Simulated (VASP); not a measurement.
# TePb (F-43m) in VASP: settings compared

TePb is run at these levels: PBE, HSE06, PBE-based screened hybrid; tasks: single point.

Everything below comes from runs of VASP 6.6.1. Logs are shortened: lines on timing, memory, paths and dates and some standing lists are left out, and cuts for length are marked.

## Step 1: The cell of the first run

It takes space group F-43m (No. 216, cubic). The conventional cell has a = 7.283 Å, b = 7.283 Å, c = 7.283 Å, α = 90.00°, β = 90.00°, γ = 90.00°. Pb (site symmetry -43m) has 4 Te at 3.15 Å within 4.1 Å. Te (site symmetry -43m) has 4 Pb at 3.15 Å within 4.1 Å.

## Step 2: Single point, PBE

Contents of INCAR:

```
SYSTEM = TePb
PREC     = Accurate       ! precision mode
ENCUT    = 500            ! plane-wave cutoff, eV
EDIFF    = 1E-6           ! SCF threshold, eV
ISMEAR   = 0              ! smearing method
SIGMA    = 0.01           ! smearing width, eV
LREAL    = .False.        ! projectors in reciprocal space
LASPH    = .True.         ! aspherical terms in the spheres
NELM     = 120            ! most SCF steps
ALGO     = Normal         ! electronic algorithm
ISIF     = 2              ! what is computed and relaxed
LWAVE    = .False.        ! write WAVECAR
LCHARG   = .True.         ! write CHGCAR
GGA      = PE             ! functional
LELF     = .True.         ! ELF
LVHAR    = .True.       
NBANDS   = 17             ! bands
ISYM     = 0            
GGA_COMPAT= .False.
```

Contents of KPOINTS:

```
Automatic mesh
0
Gamma
  8 8 1
  0 0 0
```

Contents of POSCAR:

```
TePb
1.0
    0.0000000000      3.6414940692      3.6414940692
    3.6414940692      0.0000000000      3.6414940692
    3.6414940692      3.6414940692      0.0000000000
Pb Te
1 1
Direct
    0.0000000000      0.0000000000      0.0000000000
    0.2500000000      0.2500000000      0.2500000000
```

Potentials or basis: VASP PAW PBE potentials, release 64 (Pb_d, Te).

Run with:

```
> cat potpaw_PBE.64/Pb_d/POTCAR potpaw_PBE.64/Te/POTCAR > POTCAR
> mpirun -np 1 vasp_std > vasp.out
```

OUTCAR:

```text
SYSTEM = TePb
   PREC = Accurate
   ENCUT = 500
   EDIFF = 1E-6
   ISMEAR = 0
   LREAL = .False.
   LASPH = .True.
   NELM = 120
   ISIF = 2
   GGA = PE
   ISYM = 0

 ion  position               nearest neighbor table
   1  0.000  0.000  0.000-   2 3.15   2 3.15   2 3.15   2 3.15
   2  0.250  0.250  0.250-   1 3.15   1 3.15   1 3.15   1 3.15

IMPORTANT INFORMATION: All symmetrisations will be switched off!
NOSYMM: (Re-)initialisation of all symmetry stuff for point group C_1.

----------------------------------------------------------------------------------------

                                     Primitive cell

  volume of cell :      96.5759

  direct lattice vectors                    reciprocal lattice vectors
     0.000000000  3.641494069  3.641494069    -0.137306279  0.137306279  0.137306279
     3.641494069  0.000000000  3.641494069     0.137306279 -0.137306279  0.137306279
     3.641494069  3.641494069  0.000000000     0.137306279  0.137306279 -0.137306279

  length of vectors
     5.149850300  5.149850300  5.149850300     0.237821451  0.237821451  0.237821451

  position of ions in fractional coordinates (direct lattice)
     0.000000000  0.000000000  0.000000000
     0.250000000  0.250000000  0.250000000

  ion indices of the primitive-cell ions
   primitive index   ion index
                 1           1
                 2           2

----------------------------------------------------------------------------------------

 KPOINTS: Automatic mesh

Automatic generation of k-mesh.
 Grid dimensions read from file:
 generate k-points for:    8    8    1

 Generating k-lattice:

  Cartesian coordinates                     Fractional coordinates (reciprocal lattice)
    -0.017163285  0.017163285  0.017163285     0.125000000  0.000000000  0.000000000
     0.017163285 -0.017163285  0.017163285     0.000000000  0.125000000  0.000000000
     0.137306279  0.137306279 -0.137306279     0.000000000  0.000000000  1.000000000

  Length of vectors
     0.029727681  0.029727681  0.237821451

  Shift w.r.t. Gamma in fractional coordinates (k-lattice)
     0.000000000  0.000000000  0.000000000

 -----------------------------------------------------------------------------
|                                                                             |
|           W    W    AA    RRRRR   N    N  II  N    N   GGGG   !!!           |
|           W    W   A  A   R    R  NN   N  II  NN   N  G    G  !!!           |
|           W    W  A    A  R    R  N N  N  II  N N  N  G       !!!           |
|           W WW W  AAAAAA  RRRRR   N  N N  II  N  N N  G  GGG   !            |
|           WW  WW  A    A  R   R   N   NN  II  N   NN  G    G                |
|           W    W  A    A  R    R  N    N  II  N    N   GGGG   !!!           |
|                                                                             |
|     Your reciprocal lattice and k-lattice belong to different lattice       |
|     classes:                                                                |
|                                                                             |
|        The reciprocal lattice is body-centered cubic,                       |
|        whereas your k-lattice is base centered orthorhombic.                |
|                                                                             |
|     Results are often still useful ...                                      |
|                                                                             |
 -----------------------------------------------------------------------------

 WARNING: IBZKPT: internal override: KBLOWUP is changed to .FALSE.
      ... skipping the blow-up phase ...

 Subroutine IBZKPT returns following result:
 ===========================================

 Found     34 irreducible k-points:

 Following reciprocal coordinates:
            Coordinates               Weight
  0.000000  0.000000  0.000000      1.000000
  0.125000  0.000000  0.000000      2.000000
  0.250000  0.000000  0.000000      2.000000
  0.375000  0.000000  0.000000      2.000000
  0.500000  0.000000  0.000000      1.000000
  0.000000  0.125000  0.000000      2.000000
[... 16 lines left out ...]
  0.125000  0.375000  0.000000      2.000000
  0.250000  0.375000  0.000000      2.000000
 [... further k-points ...]
   k-points           NKPTS =     34   k-points in BZ     NKDIM =     34   number of bands    NBANDS=     17
   number of dos      NEDOS =    301   number of ions     NIONS =      2
   total plane-waves  NPLWV =  64000
   dimension x,y,z NGX =    40 NGY =   40 NGZ =   40
   dimension x,y,z NGXF=    80 NGYF=   80 NGZF=   80
   ions per type =               1   1
   NGX,Y,Z   is equivalent  to a cutoff of  12.91, 12.91, 12.91 a.u.
   NGXF,Y,Z  is equivalent  to a cutoff of  25.83, 25.83, 25.83 a.u.
 SYSTEM =  TePb
   PREC   = accura    normal or accurate (medium, high low for compatibility)
   ISTART =      0    job   : 0-new  1-cont  2-samecut
   ICHARG =      2    charge: 1-file 2-atom 10-const
   ISPIN  =      1    spin polarized calculation?
   LNONCOLLINEAR =      F non collinear calculations
   LSORBIT =      F    spin-orbit coupling
   LASPH  =      T    aspherical Exc in radial PAW
   ENCUT  =  500.0 eV  36.75 Ry    6.06 a.u.   9.39  9.39  9.39*2*pi/ulx,y,z
   NELM   =    120;   NELMIN=  2; NELMDL= -5     # of ELM steps
   EDIFF  = 0.1E-05   stopping-criterion for ELM
   LREAL  =      F    real-space projection
   EDIFFG = 0.1E-04   stopping-criterion for IOM
   NSW    =      0    number of steps for IOM
   IBRION =     -1    ionic relax: 0-MD 1-quasi-New 2-CG
   NFREE  =      0    steps in history (QN), initial steepest desc. (CG)
   ISIF   =      2    stress and relaxation
   ISYM   =      0    0-nonsym 1-usesym 2-fastsym
   POTIM  = 0.5000    time-step for ionic-motion
   TEBEG  =    0.0;   TEEND  =   0.0 temperature during run
   PSTRESS=    0.0 pullay stress
   NELECT =      20.0000    total number of electrons
   NUPDOWN=      -1.0000    fix difference up-down
   EMIN   =  10.00;   EMAX   =-10.00  energy-range for DOS
   EFERMI =   0.00;   METHOD = LEGACY
   ISMEAR =     0;   SIGMA  =   0.01  broadening in eV -4-tet -1-fermi 0-gaus
   EFERMI_NEDOS =   21; number of points for ismear=-14 and -15
   IALGO  =     38    algorithm
   IMIX   =      4    mixing-type and parameters
     AMIX     =   0.40;   BMIX     =  1.00
     AMIX_MAG =   1.60;   BMIX_MAG =  1.00
  volume/ion in A,a.u.               =      48.29       325.86
  Fermi-wavevector in a.u.,A,eV,Ry     =   0.968565  1.830322 12.763860  0.938117
  Thomas-Fermi vector in A             =   2.098544
   LORBIT       =      0    0 simple, 1 ext, 2 COOP (PROOUT), +10 PAW based schemes
   GGA     = PE    functional components
   LHFCALC =     F    Hartree Fock is set to
   AEXX    =    0.0000 exact exchange contribution
   IVDW    =     0    specifies the selected vdW correction
   LEPSILON=     F    determine dielectric tensor
   LRPA    =     F    only Hartree local field effects (RPA)
 non-spin polarized calculation
 Gauss-broadening in eV      SIGMA  =   0.01
  energy-cutoff  :      500.00
  volume of cell :       96.58
 maximum number of plane-waves:      2477
 NGX is ok and might be reduce to    40
   NGX = 19   NGY = 19   NGZ = 19

 number of electron      20.0000000 magnetization

 Free energy of the ion-electron system (eV)
  ---------------------------------------------------
  ext. energy  EPLUGINS =         0.00000000
  ---------------------------------------------------
  free energy    TOTEN  =        -6.57876418 eV

  energy without entropy =       -6.57876418  energy(sigma->0) =       -6.57876418

 E-fermi :   2.6241     XC(G=0):  -7.3979

 val. band max:        2.5651615823   @ k =  -0.3750   0.3750   0.0000
 cond. band min:       3.4276986251   @ k =   0.5000   0.5000   0.0000
 fundamental gap:      0.8625370428
 Fermi energy:         2.6240834724

 k-point     1 :       0.0000    0.0000    0.0000
  band No.  band energies     occupation
      1     -14.1001      2.00000
      2     -14.0945      2.00000
      3     -14.0901      2.00000
      4     -14.0666      2.00000
      5     -14.0488      2.00000
      6      -8.4805      2.00000
[... 9 lines left out ...]
     16       9.9432      0.00000
     17      10.7173      0.00000

 k-point     2 :       0.1250    0.0000    0.0000
  band No.  band energies     occupation
      1     -14.0993      2.00000
      2     -14.0953      2.00000
      3     -14.0904      2.00000
      4     -14.0662      2.00000
      5     -14.0488      2.00000
      6      -8.3974      2.00000
[... 9 lines left out ...]
     16       9.4942      0.00000
     17      10.4404      0.00000

 k-point     3 :       0.2500    0.0000    0.0000
  band No.  band energies     occupation
      1     -14.0976      2.00000
      2     -14.0973      2.00000
      3     -14.0911      2.00000
      4     -14.0649      2.00000
      5     -14.0487      2.00000
      6      -8.1700      2.00000
[... 9 lines left out ...]
     16       9.2637      0.00000
     17      10.3100      0.00000

 k-point     4 :       0.3750    0.0000    0.0000
  band No.  band energies     occupation
      1     -14.0996      2.00000
      2     -14.0958      2.00000
      3     -14.0918      2.00000
      4     -14.0633      2.00000
      5     -14.0486      2.00000
      6      -7.8845      2.00000
[... 9 lines left out ...]
     16       9.6248      0.00000
     17      10.3928      0.00000
[... 343 lines left out ...]
      1     -14.0996      2.00000
      2     -14.0958      2.00000
      3     -14.0918      2.00000
      4     -14.0633      2.00000
      5     -14.0486      2.00000
      6      -7.8845      2.00000
[... 9 lines left out ...]
     16       9.6248      0.00000
     17      10.3928      0.00000

 k-point    23 :       0.1250    0.3750    0.0000
  band No.  band energies     occupation
      1     -14.0961      2.00000
      2     -14.0951      2.00000
      3     -14.0920      2.00000
      4     -14.0678      2.00000
      5     -14.0479      2.00000
      6      -7.9142      2.00000
[... 9 lines left out ...]
     16      10.0793      0.00000
     17      10.7827      0.00000

 k-point    24 :       0.2500    0.3750    0.0000
  band No.  band energies     occupation
      1     -14.0941      2.00000
      2     -14.0933      2.00000
      3     -14.0899      2.00000
      4     -14.0742      2.00000
      5     -14.0471      2.00000
      6      -7.8232      2.00000
[... 9 lines left out ...]
     16      10.6058      0.00000
     17      11.7653      0.00000

 [... further k-points ...]

------------------------ aborting loop because EDIFF is reached ----------------------------------------

  FORCE on cell =-STRESS in cart. coord.  units (eV):
  Direction    XX          YY          ZZ          XY          YZ          ZX
  --------------------------------------------------------------------------------------
  -------------------------------------------------------------------------------------
  Total        2.5439384      2.5439382     -0.9104828      3.4308640      0.0000041     -0.0000014
  in kB       42.2034898     42.2034859    -15.1047489     56.9174282      0.0000688     -0.0000230
  external PRESSURE =      23.1007423 kB  Pullay stress =       0.0000000 kB

 VOLUME and BASIS-vectors are now :
 -----------------------------------------------------------------------------
  energy-cutoff  :      500.00
  volume of cell :       96.58
      direct lattice vectors                 reciprocal lattice vectors
     0.000000000  3.641494069  3.641494069    -0.137306279  0.137306279  0.137306279
     3.641494069  0.000000000  3.641494069     0.137306279 -0.137306279  0.137306279
     3.641494069  3.641494069  0.000000000     0.137306279  0.137306279 -0.137306279

 POSITION                                       TOTAL-FORCE (eV/Angst)
 -----------------------------------------------------------------------------------
      0.00000      0.00000      0.00000        -0.000001      0.000000      0.888542
      1.82075      1.82075      1.82075         0.000001     -0.000000     -0.888542
 -----------------------------------------------------------------------------------
    total drift:                               -0.000001      0.000000     -0.000295

  FREE ENERGIE OF THE ION-ELECTRON SYSTEM (eV)
  ---------------------------------------------------
  free  energy   TOTEN  =        -6.5787641816 eV

  energy  without entropy=       -6.5787641816  energy(sigma->0) =       -6.57876418
```

Run time: 43 s. Hardware: 1 thread of Intel Xeon Platinum 8488C (Sapphire Rapids), shared host; peak memory 0.26 GiB.

The run converged, but its numbers aren't listed here, since they failed a check.

Caveat: the k points lie up to 1.49 Å⁻¹ apart; spin-orbit coupling is left out, which moves the levels of the heavy elements.

## Step 3: Single point, PBE

Contents of INCAR:

```
SYSTEM = TePb
  PREC = Accurate
  ENCUT = 520
  EDIFF = 1E-7
  ISMEAR = 0
  SIGMA = 0.01
  LREAL = .False.
  LASPH = .True.
  NELM = 80
  ALGO = Normal
  ISIF = 2
  LWAVE = .False.
  LCHARG = .False.
  GGA = PE
  NBANDS = 17
```

Contents of KPOINTS:

```
regular mesh
0
Gamma
  4 4 4
  0 0 0
```

POSCAR is that of step 2.

Potentials or basis: VASP PAW PBE potentials, release 64 (Pb_d, Te).

Run with:

```
> cat potpaw_PBE.64/Pb_d/POTCAR potpaw_PBE.64/Te/POTCAR > POTCAR
> mpirun -np 1 vasp_std > vasp.out
```

OUTCAR:

```text
SYSTEM = TePb
   PREC = Accurate
   ENCUT = 520
   EDIFF = 1E-7
   ISMEAR = 0
   LREAL = .False.
   LASPH = .True.
   NELM = 80
   ISIF = 2
   GGA = PE

 ion  position               nearest neighbor table
   1  0.000  0.000  0.000-   2 3.15   2 3.15   2 3.15   2 3.15
   2  0.250  0.250  0.250-   1 3.15   1 3.15   1 3.15   1 3.15

  LATTYP: Found a face centered cubic cell.
 ALAT       =     7.2829881384

  Lattice vectors:

 A1 = (   0.0000000000,   3.6414940692,   3.6414940692)
[... 327 lines left out ...]

------------------------ aborting loop because EDIFF is reached ----------------------------------------

  FORCE on cell =-STRESS in cart. coord.  units (eV):
  Direction    XX          YY          ZZ          XY          YZ          ZX
  --------------------------------------------------------------------------------------
  -------------------------------------------------------------------------------------
  Total        0.2757466      0.2757466      0.2757466      0.0000000      0.0000000     -0.0000000
  in kB        4.5745875      4.5745875      4.5745875      0.0000000      0.0000000     -0.0000000
  external PRESSURE =       4.5745875 kB  Pullay stress =       0.0000000 kB

 VOLUME and BASIS-vectors are now :
 -----------------------------------------------------------------------------
  energy-cutoff  :      520.00
  volume of cell :       96.58
      direct lattice vectors                 reciprocal lattice vectors
     0.000000000  3.641494069  3.641494069    -0.137306279  0.137306279  0.137306279
     3.641494069  0.000000000  3.641494069     0.137306279 -0.137306279  0.137306279
     3.641494069  3.641494069  0.000000000     0.137306279  0.137306279 -0.137306279

 POSITION                                       TOTAL-FORCE (eV/Angst)
 -----------------------------------------------------------------------------------
      0.00000      0.00000      0.00000         0.000000      0.000000     -0.000000
      1.82075      1.82075      1.82075        -0.000000     -0.000000      0.000000
 -----------------------------------------------------------------------------------
    total drift:                                0.000000      0.000000      0.000000

  FREE ENERGIE OF THE ION-ELECTRON SYSTEM (eV)
  ---------------------------------------------------
  free  energy   TOTEN  =        -7.1506138346 eV

  energy  without entropy=       -7.1506138346  energy(sigma->0) =       -7.15061383
```

stdout:

```text
POSCAR found type information on POSCAR PbTe
 POSCAR found :  2 types and       2 ions
 scaLAPACK will be used
 LDA part: xc-table for (Slater+PW92), standard interpolation
 POSCAR, INCAR and KPOINTS ok, starting setup
 FFT: planning ... GRIDC
 FFT: planning ... GRID_SOFT
 FFT: planning ... GRID
 WAVECAR not read
 entering main loop
```

Run time: 16 s. Hardware: 1 thread of Intel Xeon Platinum 8375C at 2.90GHz (Ice Lake), shared host; peak memory 0.24 GiB.

Results:

```
Free energy            : -7.1506 eV
Pressure               : 0.5 GPa
Band gap on the k mesh : 0.59 eV, indirect (least direct gap 1.19 eV)
```

Caveat: spin-orbit coupling is left out, which moves the levels of the heavy elements. A k mesh can miss the band edges.

(Continued in part 2 of 2.)
